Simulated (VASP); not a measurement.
**H4BrN: single point with LDA**

Crystal: H4BrN.

```
H Br N
1.0
     3.50680    0.00000    0.00000
     0.00000    3.50680    0.00000
     0.00000    0.00000    3.50680
H Br N
4 1 1
Cartesian
  0.6030 0.6030 0.6030
  0.6030 2.9038 2.9038
  2.9038 0.6030 2.9038
  2.9038 2.9038 0.6030
  1.7534 1.7534 1.7534
  0.0000 0.0000 0.0000
```

```json
{
  "Program": "VASP 6.6.1",
  "Task": "single point",
  "Functional": "LDA",
  "Potentials or basis": "VASP PAW LDA potentials, release 64 (H, Br, N)",
  "Cutoff": "520 eV",
  "k mesh": "4 × 4 × 4",
  "Occupations": "fermi-dirac, width 0.01 eV",
  "Spin": "no spin polarisation"
}
```

The pressure is 20.2 GPa. The largest force is 0.062 eV/Å and the band gap on the k mesh is 5.70 eV, indirect (least direct gap 5.89 eV).

Forces in eV/Å, atoms in the order of the input:
```
H    0.036  0.036  0.036
H    0.036 -0.036 -0.036
H   -0.036  0.036 -0.036
H   -0.036 -0.036  0.036
Br   0.000  0.000  0.000
N    0.000  0.000  0.000
```

Levels at points of the mesh, in eV from the valence-band top:
```tsv
k point	band 6	band 7	band 8	band 9	band 10	band 11
(0.00, 0.00, 0.00)	0.00	0.00	0.00	5.89	5.89	6.10
(0.50, 0.00, 0.00)	-3.33	-0.76	-0.76	8.35	8.88	9.48
(0.50, 0.50, 0.00)	-1.20	-1.20	-0.40	5.70	6.79	7.81
(0.50, 0.50, 0.50)	-3.05	-3.05	-3.05	8.89	8.89	8.89
```

Wall time 5.1 s on 1 thread of Intel(R) Xeon(R) 6975P-C (Granite Rapids), with other jobs on the host, peak memory 0.13 GiB.

Caveat: the k points lie up to 0.45 Å⁻¹ apart. A k mesh can miss the band edges.
